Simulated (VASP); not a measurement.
Runs of VASP 6.6.1 on AlRu. The structure is that of space group Pm-3m (No. 221), or close to it. The cells are those of the table. 

| cell | gap on the mesh (eV) | pressure (GPa) |
| --- | --- | --- |
| a = 2.992, b = 2.992, c = 2.962 Å, 2 atoms | none | (a) |
| a = 2.992, b = 2.992, c = 2.932 Å, 2 atoms | none | 2.7 |
| a = 2.992, b = 2.992, c = 2.872 Å, 2 atoms | none | 7.9 |
| a = 2.992, b = 2.992, c = 2.902 Å, 2 atoms | none | 5.3 |

Alike in all rows: task single point; level r2SCAN; potentials or basis VASP PAW PBE potentials, release 64 (Al, Ru_pv); no spin polarisation; k mesh 16 × 16 × 16; cutoff (eV) 520; smearing gaussian 0.15 eV.

Problem. Estimate the missing entries.

Solution. (a) 0.4.

Caveats: the PAW data sets were made with another functional, which shifts forces and pressure a little; the cell stands under pressure (at least some runs).

A k mesh can miss the band edges, and the runs leave out spin-orbit coupling on Ru.

A gap of «none» marks levels without a gap at the run's occupations.
